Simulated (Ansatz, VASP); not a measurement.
**Two plane-wave programs on Ru**

```
Ru
1.0
     4.26717    0.00000    0.00000
    -2.13358    3.69547    0.00000
     0.00000    0.00000    2.68385
Ru
3
Direct
  0.00000 0.00000 0.00000
  0.33333 0.66667 0.50000
  0.66667 0.33333 0.50000
```

Alike in both runs: functional PBE; k mesh 12 × 12 × 16; occupations gaussian, width 0.1 eV; no spin polarisation.

Ansatz relaxed the structure, and its values are those at the end. VASP's run is a single point on that final structure, the one shown.

|  | VASP | Ansatz |
| --- | --- | --- |
| version | VASP 6.6.1 | Ansatz 0.2.0 |
| potentials or method | VASP PAW PBE potentials, release 64 (Ru_pv), cutoff 520 eV | scalar-relativistic, plane waves, PAW |
| valence electrons in the cell | 42 | 48 |

|  | VASP | Ansatz | Ansatz less VASP |
| --- | --- | --- | --- |
| gap on the k mesh at the Fermi level (eV) | none | none | - |
| pressure (GPa) | 0.0 | 0.0 | +0.01 |

A gap of «none» marks a metal or a gap that the smearing closes. The functional is the same, so the differences come from potentials, cutoffs and numerics. VASP's potentials hold 42 valence electrons a cell and Ansatz's 48, so a difference there can come from the potentials and not from the codes.
